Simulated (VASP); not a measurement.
# BeZn3Se4 (P1) in VASP: notebook

Aim: see how the results for BeZn3Se4 move with the level of theory and the settings. Levels: PBEsol, PBEsol+D3(BJ). Tasks: single point.

Everything below comes from runs of VASP 6.6.1. Logs are shortened: lines on timing, memory, paths and dates and some standing lists are left out, and cuts for length are marked.

## (1) The cell of the first run

The typed cell holds 16 atoms: a = 11.075 Å, b = 5.538 Å, c = 5.538 Å, α = 90.00°, β = 90.00°, γ = 90.00°.

## (2) Single point, PBEsol

File INCAR:

```
PREC = Accurate
ENCUT = 520
EDIFF = 1E-6
ISMEAR = -1
SIGMA = 0.05
LREAL = Auto
LASPH = T
NELM = 100
ALGO = Normal
ISIF = 2
LWAVE = F
LCHARG = T
GGA = PS
LELF = T
LVHAR = T
NBANDS = 76
```

File KPOINTS:

```
Automatic mesh
0
Gamma
  2 2 2
  0.5 0.5 0.5
```

File POSCAR:

```
BeZn3Se4
1.0
   11.0750160000      0.0000000000      0.0000000000
    0.0000000000      5.5375080000      0.0000000000
    0.0000000000      0.0000000000      5.5375080000
Zn Se Be
6 8 2
Direct
    0.0037690000      0.0065740000      0.0053440000
    0.4960840000      0.0021660000      0.9813740000
    0.2445770000      0.4955310000      0.9956650000
    0.7482330000      0.5072640000      0.9967980000
    0.0032100000      0.4946850000      0.4943640000
    0.4983380000      0.5055450000      0.5001200000
    0.1217520000      0.2460930000      0.2411690000
    0.6258860000      0.2572770000      0.2589410000
    0.3746260000      0.7533270000      0.2421220000
    0.8759790000      0.7536780000      0.2565780000
    0.3768940000      0.2536410000      0.7565710000
    0.8732350000      0.2292020000      0.7507040000
    0.1270600000      0.7475390000      0.7532450000
    0.6229260000      0.7451460000      0.7469180000
    0.2498600000      0.0019610000      0.4901050000
    0.7491180000      0.0087310000      0.5021460000
```

Potentials or basis: VASP PAW PBE potentials, release 64 (Zn, Se, Be).

Run with:

```sh
> cat potpaw_PBE.64/Zn/POTCAR potpaw_PBE.64/Se/POTCAR potpaw_PBE.64/Be/POTCAR > POTCAR
> mpirun -np 1 vasp_std > vasp.out
```

OUTCAR:

```text
PREC = Accurate
   ENCUT = 520
   EDIFF = 1E-6
   ISMEAR = -1
   LREAL = Auto
   LASPH = T
   NELM = 100
   ISIF = 2
   GGA = PS

 ion  position               nearest neighbor table
   1  0.004  0.007  0.005-   7 2.27  12 2.37  13 2.42  10 2.43
   2  0.496  0.002  0.981-  11 2.29  14 2.38   9 2.41   8 2.53
   3  0.245  0.496  0.996-  13 2.33   7 2.37  11 2.39   9 2.44
   4  0.748  0.507  0.997-  14 2.36   8 2.42  10 2.44  12 2.48
   5  0.003  0.495  0.494-   7 2.36  10 2.40  13 2.43  12 2.50
   6  0.498  0.506  0.500-  14 2.35   8 2.38  11 2.40   9 2.41
[... 8 lines left out ...]
  15  0.250  0.002  0.490-   9 2.39   7 2.40  13 2.44  11 2.47
  16  0.749  0.009  0.502-  12 2.30   8 2.36  10 2.41  14 2.43

  LATTYP: Found a simple tetragonal cell.
 ALAT       =     5.5375080000
 C/A-ratio  =     2.0000000000

  Lattice vectors:

 A1 = (   0.0000000000,   5.5375080000,   0.0000000000)
 A2 = (   0.0000000000,   0.0000000000,   5.5375080000)
 A3 = (  11.0750160000,   0.0000000000,   0.0000000000)

Analysis of symmetry for initial positions (statically):
=====================================================================
 Subroutine PRICEL returns:
 Original cell was already a primitive cell.

 Routine SETGRP: Setting up the symmetry group for a
 simple tetragonal supercell.

 Subroutine GETGRP returns: Found  1 space group operations
 (whereof  1 operations were pure point group operations)
 out of a pool of 16 trial point group operations.

The static configuration has the point symmetry C_1 .

Analysis of symmetry for dynamics (positions and initial velocities):
=====================================================================
 Subroutine PRICEL returns:
 Original cell was already a primitive cell.

 Routine SETGRP: Setting up the symmetry group for a
 simple tetragonal supercell.

 Subroutine GETGRP returns: Found  1 space group operations
 (whereof  1 operations were pure point group operations)
 out of a pool of 16 trial point group operations.

The dynamic configuration has the point symmetry C_1 .

 Subroutine INISYM returns: Found  1 space group operations
 (whereof  1 operations are pure point group operations),
 and found     1 'primitive' translations

----------------------------------------------------------------------------------------

                                     Primitive cell
[... 101 lines left out ...]
   NSW    =      0    number of steps for IOM
   IBRION =     -1    ionic relax: 0-MD 1-quasi-New 2-CG
   NFREE  =      0    steps in history (QN), initial steepest desc. (CG)
   ISIF   =      2    stress and relaxation
   ISYM   =      2    0-nonsym 1-usesym 2-fastsym
   POTIM  = 0.5000    time-step for ionic-motion
   TEBEG  =    0.0;   TEEND  =   0.0 temperature during run
   PSTRESS=    0.0 pullay stress
   NELECT =     124.0000    total number of electrons
   NUPDOWN=      -1.0000    fix difference up-down
   EMIN   =  10.00;   EMAX   =-10.00  energy-range for DOS
   EFERMI =   0.00;   METHOD = LEGACY
   ISMEAR =    -1;   SIGMA  =   0.05  broadening in eV -4-tet -1-fermi 0-gaus
   EFERMI_NEDOS =   21; number of points for ismear=-14 and -15
   IALGO  =     38    algorithm
   IMIX   =      4    mixing-type and parameters
     AMIX     =   0.40;   BMIX     =  1.00
     AMIX_MAG =   1.60;   BMIX_MAG =  1.00
  volume/ion in A,a.u.               =      21.23       143.24
  Fermi-wavevector in a.u.,A,eV,Ry     =   1.170104  2.211175 18.628318  1.369143
  Thomas-Fermi vector in A             =   2.306567
   LORBIT       =      0    0 simple, 1 ext, 2 COOP (PROOUT), +10 PAW based schemes
   GGA     = PS    functional components
   LHFCALC =     F    Hartree Fock is set to
   AEXX    =    0.0000 exact exchange contribution
   IVDW    =     0    specifies the selected vdW correction
   LEPSILON=     F    determine dielectric tensor
   LRPA    =     F    only Hartree local field effects (RPA)
 non-spin polarized calculation
  energy-cutoff  :      520.00
  volume of cell :      339.60
 maximum number of plane-waves:      9126
 NGX is ok and might be reduce to    84
   NGX = 41   NGY = 21   NGZ = 21

 number of electron     123.9999978 magnetization

 Free energy of the ion-electron system (eV)
  ---------------------------------------------------
  ext. energy  EPLUGINS =         0.00000000
  ---------------------------------------------------
  free energy    TOTEN  =       -58.16643060 eV

  energy without entropy =      -58.16643060  energy(sigma->0) =      -58.16643060

 E-fermi :   2.9277     XC(G=0):  -9.5631

 val. band max:        1.7051686942   @ k =   0.2500   0.2500  -0.2500
 cond. band min:       5.1026727419   @ k =   0.2500  -0.2500   0.2500
 fundamental gap:      3.3975040477
 Fermi energy:         2.9277443135

 k-point     1 :       0.2500    0.2500    0.2500
  band No.  band energies     occupation
      1     -11.3029      2.00000
      2     -11.0323      2.00000
      3     -10.7302      2.00000
      4     -10.6163      2.00000
      5     -10.4831      2.00000
      6     -10.4278      2.00000
[... 297 lines left out ...]
     73       7.4965      0.00000
     74       7.5637      0.00000
 [bands above 74 left out]

------------------------ aborting loop because EDIFF is reached ----------------------------------------

  FORCE on cell =-STRESS in cart. coord.  units (eV):
  Direction    XX          YY          ZZ          XY          YZ          ZX
  --------------------------------------------------------------------------------------
  -------------------------------------------------------------------------------------
  Total        0.5128400      1.9101027      1.6294421     -1.0614306     -0.4247770      1.3783431
  in kB        2.4194654      9.0114404      7.6873457     -5.0075937     -2.0040037      6.5027166
  external PRESSURE =       6.3727505 kB  Pullay stress =       0.0000000 kB

 VOLUME and BASIS-vectors are now :
 -----------------------------------------------------------------------------
  energy-cutoff  :      520.00
  volume of cell :      339.60
      direct lattice vectors                 reciprocal lattice vectors
    11.075016000  0.000000000  0.000000000     0.090293323  0.000000000  0.000000000
     0.000000000  5.537508000  0.000000000     0.000000000  0.180586647  0.000000000
     0.000000000  0.000000000  5.537508000     0.000000000  0.000000000  0.180586647

 POSITION                                       TOTAL-FORCE (eV/Angst)
 -----------------------------------------------------------------------------------
      0.04174      0.03640      0.02959        -0.580707     -0.864109     -0.401891
      5.49414      0.01199      5.43437         0.708971     -0.186872      0.831855
      2.70869      2.74401      5.51350         0.478274      0.109178      0.254829
      8.28669      2.80898      5.51978         0.371045     -0.294897      0.188745
      0.03555      2.73932      2.73754        -0.447102      0.057075      0.458608
      5.51910      2.79946      2.76942        -0.186325     -0.079967     -0.186279
[... 8 lines left out ...]
      2.76720      0.01086      2.71396         0.121907     -0.143805      0.138497
      8.29649      0.04835      2.78064        -0.032709     -0.254591     -0.073762
 -----------------------------------------------------------------------------------
    total drift:                               -0.002322      0.010835      0.005945

  FREE ENERGIE OF THE ION-ELECTRON SYSTEM (eV)
  ---------------------------------------------------
  free  energy   TOTEN  =       -58.1664305966 eV

  energy  without entropy=      -58.1664305966  energy(sigma->0) =      -58.16643060
```

OSZICAR:

```text
N       E                     dE             d eps       ncg     rms          rms(c)
DAV:   1     0.103697818829E+04    0.10370E+04   -0.53803E+04   608   0.178E+03
DAV:   2     0.112847310614E+03   -0.92413E+03   -0.88877E+03   608   0.424E+02
DAV:   3    -0.506176056946E+02   -0.16346E+03   -0.15753E+03   684   0.162E+02
DAV:   4    -0.602262124178E+02   -0.96086E+01   -0.95494E+01   704   0.387E+01
DAV:   5    -0.603884969444E+02   -0.16228E+00   -0.16204E+00   720   0.503E+00    0.136E+01
DAV:   6    -0.581823585486E+02    0.22061E+01   -0.58197E+00   832   0.455E+01    0.105E+01
DAV:   7    -0.582026783663E+02   -0.20320E-01   -0.54680E+00   688   0.741E+00    0.400E+00
DAV:   8    -0.581720806242E+02    0.30598E-01   -0.28488E-01   816   0.578E+00    0.111E+00
DAV:   9    -0.581672598274E+02    0.48208E-02   -0.76550E-02   800   0.460E+00    0.348E-01
DAV:  10    -0.581663493439E+02    0.91048E-03   -0.12154E-02   768   0.176E+00    0.177E-01
DAV:  11    -0.581662089196E+02    0.14042E-03   -0.44049E-03   920   0.681E-01    0.944E-02
DAV:  12    -0.581664415940E+02   -0.23267E-03   -0.16484E-03   704   0.301E-01    0.433E-02
DAV:  13    -0.581664213561E+02    0.20238E-04   -0.27757E-04   776   0.193E-01    0.259E-02
DAV:  14    -0.581664277785E+02   -0.64224E-05   -0.53620E-05   816   0.722E-02    0.115E-02
DAV:  15    -0.581664304445E+02   -0.26660E-05   -0.13818E-05   648   0.304E-02    0.470E-03
DAV:  16    -0.581664305966E+02   -0.15207E-06   -0.14281E-06   408   0.136E-02
   1 F= -.58166431E+02 E0= -.58166431E+02  d E =-.434477E-10
```

It took 2.7 min on 1 thread of Intel Xeon Platinum 8488C (Sapphire Rapids), shared host; peak memory 0.38 GiB.

Results:

```
Free energy            : -58.1664 eV
Pressure               : 0.6 GPa
Largest force          : 1.932 eV/Å
Band gap on the k mesh : 3.40 eV
```

Forces in eV/Å, atoms in the order of the input:
```
Zn  -0.581 -0.864 -0.402
Zn   0.709 -0.187  0.832
Zn   0.478  0.109  0.255
Zn   0.371 -0.295  0.189
Zn  -0.447  0.057  0.459
Zn  -0.186 -0.080 -0.186
Se   1.370 -0.280  1.332
Se   0.459 -1.083  0.107
Se  -0.836  0.524  0.781
Se  -0.714  0.518  0.389
Se  -1.237 -0.318 -1.388
Se  -0.609  0.338 -0.724
Se   0.290  0.865 -1.112
Se   0.843  1.094 -0.596
Be   0.122 -0.144  0.138
Be  -0.033 -0.255 -0.074
```

Stress tensor (GPa, compression positive):
```
 0.24 -0.50  0.65
-0.50  0.90 -0.20
 0.65 -0.20  0.77
```

Levels at points of the mesh, in eV from the valence-band top:
```
           k point  band 59  band 60  band 61  band 62  band 63  band 64  band 65  band 66
(0.25, 0.25, 0.25)    -0.58    -0.50    -0.41    -0.03     3.43     3.48     3.72     3.92
```

Caveat: the k points lie up to 0.57 Å⁻¹ apart; the PAW data sets were made with another functional, which shifts forces and pressure a little; a shifted mesh leaves out Γ, where band edges can lie. A k mesh can miss the band edges.

## (3) Single point, PBEsol+D3(BJ)

File INCAR:

```
PREC = Accurate ; ENCUT = 520
EDIFF = 1E-7 ; ISMEAR = -1
SIGMA = 0.05 ; LREAL = Auto
LASPH = True ; NELM = 100
ALGO = Normal ; ISIF = 2
LWAVE = False ; LCHARG = False
GGA = PS ; IVDW = 12
NBANDS = 76
```

KPOINTS is that of step 2.

POSCAR is that of step 2.

Potentials or basis: VASP PAW PBE potentials, release 64 (Zn, Se, Be).

Run with:

```sh
> cat potpaw_PBE.64/Zn/POTCAR potpaw_PBE.64/Se/POTCAR potpaw_PBE.64/Be/POTCAR > POTCAR
> mpirun -np 1 vasp_std > vasp.out
```

OUTCAR:

```text
PREC = Accurate
   ENCUT = 520
   EDIFF = 1E-7
   ISMEAR = -1
   LREAL = Auto
   LASPH = True
   NELM = 100
   ISIF = 2
   GGA = PS
   IVDW = 12
 IVDW          = 12

 ion  position               nearest neighbor table
   1  0.004  0.007  0.005-   7 2.27  12 2.37  13 2.42  10 2.43
   2  0.496  0.002  0.981-  11 2.29  14 2.38   9 2.41   8 2.53
   3  0.245  0.496  0.996-  13 2.33   7 2.37  11 2.39   9 2.44
   4  0.748  0.507  0.997-  14 2.36   8 2.42  10 2.44  12 2.48
   5  0.003  0.495  0.494-   7 2.36  10 2.40  13 2.43  12 2.50
   6  0.498  0.506  0.500-  14 2.35   8 2.38  11 2.40   9 2.41
[... 8 lines left out ...]
  15  0.250  0.002  0.490-   9 2.39   7 2.40  13 2.44  11 2.47
  16  0.749  0.009  0.502-  12 2.30   8 2.36  10 2.41  14 2.43

  LATTYP: Found a simple tetragonal cell.
 ALAT       =     5.5375080000
 C/A-ratio  =     2.0000000000

  Lattice vectors:

 A1 = (   0.0000000000,   5.5375080000,   0.0000000000)
 A2 = (   0.0000000000,   0.0000000000,   5.5375080000)
 A3 = (  11.0750160000,   0.0000000000,   0.0000000000)

Analysis of symmetry for initial positions (statically):
=====================================================================
 Subroutine PRICEL returns:
 Original cell was already a primitive cell.

 Routine SETGRP: Setting up the symmetry group for a
 simple tetragonal supercell.

 Subroutine GETGRP returns: Found  1 space group operations
 (whereof  1 operations were pure point group operations)
 out of a pool of 16 trial point group operations.

The static configuration has the point symmetry C_1 .

Analysis of symmetry for dynamics (positions and initial velocities):
=====================================================================
 Subroutine PRICEL returns:
[... 136 lines left out ...]
     AMIX_MAG =   1.60;   BMIX_MAG =  1.00
  volume/ion in A,a.u.               =      21.23       143.24
  Fermi-wavevector in a.u.,A,eV,Ry     =   1.170104  2.211175 18.628318  1.369143
  Thomas-Fermi vector in A             =   2.306567
   LORBIT       =      0    0 simple, 1 ext, 2 COOP (PROOUT), +10 PAW based schemes
   GGA     = PS    functional components
   LHFCALC =     F    Hartree Fock is set to
   AEXX    =    0.0000 exact exchange contribution
   IVDW    =    12    specifies the selected vdW correction
   LEPSILON=     F    determine dielectric tensor
   LRPA    =     F    only Hartree local field effects (RPA)
 non-spin polarized calculation
  energy-cutoff  :      520.00
  volume of cell :      339.60
 maximum number of plane-waves:      9126
 NGX is ok and might be reduce to    84
   NGX = 41   NGY = 21   NGZ = 21

 number of electron     123.9999978 magnetization

 Free energy of the ion-electron system (eV)
  ---------------------------------------------------
  ext. energy  EPLUGINS =         0.00000000
  ---------------------------------------------------
  free energy    TOTEN  =       -58.16643068 eV

  energy without entropy =      -58.16643068  energy(sigma->0) =      -58.16643068

 E-fermi :   2.9224     XC(G=0):  -9.5631

 val. band max:        1.7052125757   @ k =   0.2500   0.2500  -0.2500
 cond. band min:       5.1027124022   @ k =   0.2500  -0.2500   0.2500
 fundamental gap:      3.3974998265
 Fermi energy:         2.9223757619

 k-point     1 :       0.2500    0.2500    0.2500
  band No.  band energies     occupation
      1     -11.3029      2.00000
      2     -11.0323      2.00000
      3     -10.7302      2.00000
      4     -10.6162      2.00000
      5     -10.4831      2.00000
      6     -10.4278      2.00000
[... 297 lines left out ...]
     73       7.4965      0.00000
     74       7.5634      0.00000
 [bands above 74 left out]

------------------------ aborting loop because EDIFF is reached ----------------------------------------

 Edisp (eV)   -4.46278

 E8    (eV) :    -2.8226

  FORCE on cell =-STRESS in cart. coord.  units (eV):
  Direction    XX          YY          ZZ          XY          YZ          ZX
  --------------------------------------------------------------------------------------
  -------------------------------------------------------------------------------------
  Total      -3.88757    -2.49008    -2.77219    -1.05651    -0.42396     1.37359
  in kB     -18.34070   -11.74764   -13.07858    -4.98436    -2.00016     6.48028
  external pressure =      -14.39 kB  Pullay stress =        0.00 kB

 VOLUME and BASIS-vectors are now :
 -----------------------------------------------------------------------------
  energy-cutoff  :      520.00
  volume of cell :      339.60
      direct lattice vectors                 reciprocal lattice vectors
    11.075016000  0.000000000  0.000000000     0.090293323  0.000000000  0.000000000
     0.000000000  5.537508000  0.000000000     0.000000000  0.180586647  0.000000000
     0.000000000  0.000000000  5.537508000     0.000000000  0.000000000  0.180586647

 POSITION                                       TOTAL-FORCE (eV/Angst)
 -----------------------------------------------------------------------------------
      0.04174      0.03640      0.02959        -0.580952     -0.864584     -0.402487
      5.49414      0.01199      5.43437         0.708320     -0.186854      0.832953
      2.70869      2.74401      5.51350         0.478473      0.109370      0.254547
      8.28669      2.80898      5.51978         0.371416     -0.294850      0.189458
      0.03555      2.73932      2.73754        -0.446471      0.057612      0.459023
      5.51910      2.79946      2.76942        -0.186976     -0.080205     -0.186896
[... 8 lines left out ...]
      2.76720      0.01086      2.71396         0.122176     -0.144031      0.138600
      8.29649      0.04835      2.78064        -0.032493     -0.254971     -0.073838
 -----------------------------------------------------------------------------------
    total drift:                               -0.002334      0.010884      0.005842

  FREE ENERGIE OF THE ION-ELECTRON SYSTEM (eV)
  ---------------------------------------------------
  free  energy   TOTEN  =       -62.6292059285 eV

  energy  without entropy=      -62.6292059284  energy(sigma->0) =      -62.62920593
```

OSZICAR:

```text
N       E                     dE             d eps       ncg     rms          rms(c)
DAV:   1     0.103697818829E+04    0.10370E+04   -0.53803E+04   608   0.178E+03
DAV:   2     0.112847310614E+03   -0.92413E+03   -0.88877E+03   608   0.424E+02
DAV:   3    -0.506176056946E+02   -0.16346E+03   -0.15753E+03   684   0.162E+02
DAV:   4    -0.602262124178E+02   -0.96086E+01   -0.95494E+01   704   0.387E+01
DAV:   5    -0.603884969444E+02   -0.16228E+00   -0.16204E+00   720   0.503E+00    0.136E+01
DAV:   6    -0.581823585486E+02    0.22061E+01   -0.58197E+00   832   0.455E+01    0.105E+01
DAV:   7    -0.582026783663E+02   -0.20320E-01   -0.54680E+00   688   0.741E+00    0.400E+00
DAV:   8    -0.581720806242E+02    0.30598E-01   -0.28488E-01   816   0.578E+00    0.111E+00
DAV:   9    -0.581672598274E+02    0.48208E-02   -0.76550E-02   800   0.460E+00    0.348E-01
DAV:  10    -0.581663493439E+02    0.91048E-03   -0.12154E-02   768   0.176E+00    0.177E-01
DAV:  11    -0.581662089196E+02    0.14042E-03   -0.44049E-03   920   0.681E-01    0.944E-02
DAV:  12    -0.581664415940E+02   -0.23267E-03   -0.16484E-03   704   0.301E-01    0.433E-02
DAV:  13    -0.581664213561E+02    0.20238E-04   -0.27757E-04   776   0.193E-01    0.259E-02
DAV:  14    -0.581664277785E+02   -0.64224E-05   -0.53620E-05   816   0.722E-02    0.115E-02
DAV:  15    -0.581664304445E+02   -0.26660E-05   -0.13818E-05   648   0.304E-02    0.470E-03
DAV:  16    -0.581664306242E+02   -0.17965E-06   -0.17028E-06   768   0.136E-02    0.224E-03
DAV:  17    -0.581664306796E+02   -0.55436E-07   -0.37986E-07   568   0.771E-03
   1 F= -.62629206E+02 E0= -.62629206E+02  d E =-.482127E-10
```

Wall time 2.8 min (1 thread of Intel Xeon Platinum 8488C (Sapphire Rapids), shared host); peak memory 0.39 GiB.

What came out:

```
Free energy                : -62.6292 eV
Pressure                   : -1.4 GPa
Largest force              : 1.935 eV/Å
Band gap on the k mesh     : 3.40 eV
Dispersion energy per atom : -0.279 eV
```

Forces in eV/Å, atoms in the order of the input:
```
Zn  -0.581 -0.865 -0.402
Zn   0.708 -0.187  0.833
Zn   0.478  0.109  0.255
Zn   0.371 -0.295  0.189
Zn  -0.446  0.058  0.459
Zn  -0.187 -0.080 -0.187
Se   1.372 -0.281  1.335
Se   0.460 -1.084  0.107
Se  -0.838  0.526  0.783
Se  -0.715  0.518  0.389
Se  -1.239 -0.320 -1.390
Se  -0.610  0.337 -0.725
Se   0.292  0.865 -1.114
Se   0.845  1.096 -0.596
Be   0.122 -0.144  0.139
Be  -0.032 -0.255 -0.074
```

Stress tensor (GPa, compression positive):
```
-1.83 -0.50  0.65
-0.50 -1.17 -0.20
 0.65 -0.20 -1.31
```

Levels at points of the mesh, in eV from the valence-band top:
| k point | band 60 | band 61 | band 62 | band 63 | band 64 | band 65 |
| --- | --- | --- | --- | --- | --- | --- |
| (0.25, 0.25, 0.25) | -0.50 | -0.41 | -0.03 | 3.43 | 3.48 | 3.72 |

Caveat: the k points lie up to 0.57 Å⁻¹ apart; three body term missing; the PAW data sets were made with another functional, which shifts forces and pressure a little; a shifted mesh leaves out Γ, where band edges can lie. A k mesh can miss the band edges.
